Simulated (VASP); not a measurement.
The system is HfO2.

```
Hf O
1.0
     5.55640    0.00000    0.00000
     0.00000    3.33360    0.00000
     0.00000    0.00000    6.50500
Hf O
4 8
Direct
  0.74868 0.75000 0.60787
  0.25132 0.25000 0.39213
  0.24868 0.75000 0.89213
  0.75132 0.25000 0.10787
  0.63950 0.25000 0.42340
  0.36050 0.75000 0.57660
  0.13950 0.25000 0.07660
  0.86050 0.75000 0.92340
  0.52079 0.25000 0.84145
  0.47921 0.75000 0.15855
  0.02079 0.25000 0.65855
  0.97921 0.75000 0.34145
```

Program: VASP 6.6.1. Alike in all runs: task single point; potentials or basis VASP PAW PBE potentials, release 64 (Hf_pv, O); no spin polarisation; cell as given; k mesh 5 × 8 × 4; cutoff (eV) 520; smearing fermi-dirac 0.05 eV.

Task: Order these runs on this cell by their pressure, lowest first.
A. level RPBE
B. level PBEsol+U; U Hf d U = 3.5 eV
C. level PBEsol

Result: C (-9.3 GPa), B (2.5 GPa), A (5.1 GPa).

Caveats: the PAW data sets were made with another functional, which shifts forces and pressure a little; the cell stands under tension (at least some runs); the cell stands under pressure (at least some runs).
